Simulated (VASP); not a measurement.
Input of a VASP 6.6.1 run:

The input INCAR:

```
SYSTEM = Mo
ALGO = Normal
EDIFF = 1E-6
ENCUT = 520
GGA = PS
ISIF = 2
ISMEAR = -1
LASPH = .True.
LCHARG = .False.
LREAL = .False.
LWAVE = .False.
NBANDS = 13
NELM = 100
PREC = Accurate
SIGMA = 0.1
```

Contents of KPOINTS:

```
k-points
0
Gamma
  15 15 15
  0 0 0
```

File POSCAR:

```
Mo
1.0
    2.2610860271      0.0000000000      0.0000000000
    0.0000000000      2.2610860271      0.0000000000
    0.0000000000      0.0000000000      2.2610860271
Mo
1
Direct
    0.0000000000      0.0000000000      0.0000000000
```

Potentials or basis: VASP PAW PBE potentials, release 64 (Mo_sv).

Command:

```bash
$ cat potpaw_PBE.64/Mo_sv/POTCAR > POTCAR
$ mpirun -np 1 vasp_std > vasp.out
```

(1) Estimate the band gap on the k mesh.

(2) Predict the pressure.

Results:

(1) zero (band 7 reaches 20.16 eV, above the bottom of band 8 at 16.45 eV).

(2) 180.0 GPa.

Caveat: the PAW data sets were made with another functional, which shifts forces and pressure a little.
